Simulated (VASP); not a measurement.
Input of a VASP 6.6.1 run:

The input POSCAR:

```
GaP
1.0
    1.9013478510      1.0977436936      6.3083912415
   -1.9013478510      1.0977436936      6.3083912415
    0.0000000000     -2.1954873872      6.3083912415
Ga P
2 2
Direct
    0.4357730671      0.4357730671      0.4357730671
    0.5642269329      0.5642269329      0.5642269329
    0.0576736952      0.0576736952      0.0576736952
    0.9423263048      0.9423263048      0.9423263048
```

File INCAR.step1:

```
PREC = Accurate ; ENCUT = 600
ISMEAR = 0 ; SIGMA = 0.02
LREAL = F ; LASPH = T
NELM = 100 ; GGA = PE
ALGO = Normal ; EDIFF = 1E-4
LWAVE = T ; LCHARG = F
```

The input INCAR.step2:

```
PREC = Accurate ; ENCUT = 600
EDIFF = 1E-7 ; ISMEAR = 0
SIGMA = 0.02 ; LREAL = F
LASPH = T ; NELM = 100
ALGO = Normal ; ISIF = 4
LWAVE = F ; LCHARG = F
METAGGA = R2SCAN ; LMIXTAU = T
IBRION = 2 ; NSW = 50
EDIFFG = -0.01 ; ISTART = 1
```

File KPOINTS:

```
regular mesh
0
Gamma
  9 9 9
```

Potentials or basis: VASP PAW PBE potentials, release 64 (Ga_d, P).

Launch:

```sh
$ cat potpaw_PBE.64/Ga_d/POTCAR potpaw_PBE.64/P/POTCAR > POTCAR
$ cp INCAR.step1 INCAR
$ mpirun -np 1 vasp_std > vasp.out
$ cp INCAR.step2 INCAR
$ mpirun -np 1 vasp_std > vasp.out
```

Q: Predict the band gap on the k mesh.

A: 1.08 eV (least direct gap 1.65 eV).

Final structure:
```
CELL_PARAMETERS angstrom
1.90108 1.09759 6.31018
-1.90108 1.09759 6.31018
0.00000 -2.19518 6.31018
ATOMIC_POSITIONS crystal
Ga 0.43585 0.43585 0.43585
Ga 0.56415 0.56415 0.56415
P 0.05767 0.05767 0.05767
P 0.94233 0.94233 0.94233
```

 A k mesh can miss the band edges.
